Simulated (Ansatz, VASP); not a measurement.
**Two plane-wave programs on TaN**

File POSCAR:

```
TaN
1.0
    0.0000000000      2.1790000000      2.1790000000
    2.1790000000      0.0000000000      2.1790000000
    2.1790000000      2.1790000000      0.0000000000
Ta N
1 1
Direct
    0.5000000000      0.5000000000      0.5000000000
   -0.0057365764     -0.0057365764      0.0057365764
```

File INCAR.step1:

```
SYSTEM = TaN
  PREC = Accurate
  ENCUT = 520
  ISMEAR = 0
  SIGMA = 0.15
  LREAL = .FALSE.
  LASPH = .TRUE.
  NELM = 80
  NBANDS = 15
  GGA = PE
  ALGO = Normal
  EDIFF = 1E-4
  LWAVE = .TRUE.
  LCHARG = .FALSE.
```

File INCAR.step2:

```
SYSTEM = TaN
  PREC = Accurate
  ENCUT = 520
  EDIFF = 1E-7
  ISMEAR = 0
  SIGMA = 0.15
  LREAL = .FALSE.
  LASPH = .TRUE.
  NELM = 80
  ALGO = Normal
  ISIF = 2
  LWAVE = .FALSE.
  LCHARG = .FALSE.
  METAGGA = R2SCAN
  LMIXTAU = .TRUE.
  NBANDS = 15
  ISTART = 1
```

Contents of KPOINTS:

```
regular mesh
0
G
  18 18 18
  0 0 0
```

Input for Ansatz:

```yaml
crystal:
  lattice:
    - [0.0, 2.179, 2.179]
    - [2.179, 0.0, 2.179]
    - [2.179, 2.179, 0.0]
  atoms:
    - { symbol: Ta, position: [0.5, 0.5, 0.5] }
    - { symbol: "N", position: [-0.0057365764, -0.0057365764, 0.0057365764] }
basis:
  ecutwfc: 500
kpoints:
  mp_grid: { grid: [18, 18, 18] }
hamiltonian:
  xc: r2scan
scf:
  occupations: { method: gaussian, width: 0.15 }
output:
  forces: true
  stress: true
  eigenvalues: true
```

Change from the starting cell: all N atoms moved +0.025 Å, as atom 2 towards its neighbour atom 1 (Ta) at 2.179 Å.

Alike in both runs: task single point; functional r2SCAN; k mesh 18 × 18 × 18; occupations gaussian, width 0.15 eV; no spin polarisation.

|  | VASP | Ansatz |
| --- | --- | --- |
| version | VASP 6.6.1 | Ansatz 0.2.0 |
| potentials or method | VASP PAW PBE potentials, release 64 (Ta_pv, N), cutoff 520 eV | scalar-relativistic, plane waves, PAW |
| valence electrons in the cell | 16 | 18 |

|  | VASP | Ansatz | Ansatz less VASP |
| --- | --- | --- | --- |
| gap on the k mesh at the Fermi level (eV) | none | none | - |
| pressure (GPa) | 12.0 | 9.9 | -2.14 |
| traceless stress, the component that is largest in VASP (GPa) | 0.23 | 0.22 | -0.008 |
| rms of the force components (eV/Å) | 0.122 | 0.127 | +0.0049 |

VASP's potentials were made for PBE, not for r2SCAN. Atom by atom the forces differ by 0.005 eV/Å (rms over components). A gap of «none» marks a metal or a gap that the smearing closes. The functional is the same, so the differences come from potentials, cutoffs and numerics. VASP's potentials hold 16 valence electrons a cell and Ansatz's 18, so a difference there can come from the potentials and not from the codes.

Neither program's run includes spin-orbit coupling.
